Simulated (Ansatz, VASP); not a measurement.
# Au in VASP and in Ansatz

```
CELL_PARAMETERS angstrom
2.60619 0.00000 0.00000
0.00000 2.60619 0.00000
0.00000 0.00000 2.60619
ATOMIC_POSITIONS crystal
Au 0.00000 0.00000 0.00000
```

Alike in both runs: task single point; functional r2SCAN; k mesh 13 × 13 × 13; occupations fermi-dirac, width 0.1 eV; no spin polarisation.

|  | VASP | Ansatz |
| --- | --- | --- |
| version | VASP 6.6.1 | Ansatz 0.2.0 |
| potentials or method | VASP PAW PBE potentials, release 64 (Au), cutoff 520 eV | plane waves (500 eV) with PAW, scalar-relativistic |
| valence electrons in the cell | 11 | 19 |

|  | VASP | Ansatz | Ansatz less VASP |
| --- | --- | --- | --- |
| pressure (GPa) | 22.8 | 22.3 | -0.48 |

VASP's potentials were made for PBE, not for r2SCAN. VASP's potentials hold 11 valence electrons a cell and Ansatz's 19, so a difference there can come from the potentials and not from the codes.

Spin-orbit coupling is off throughout.
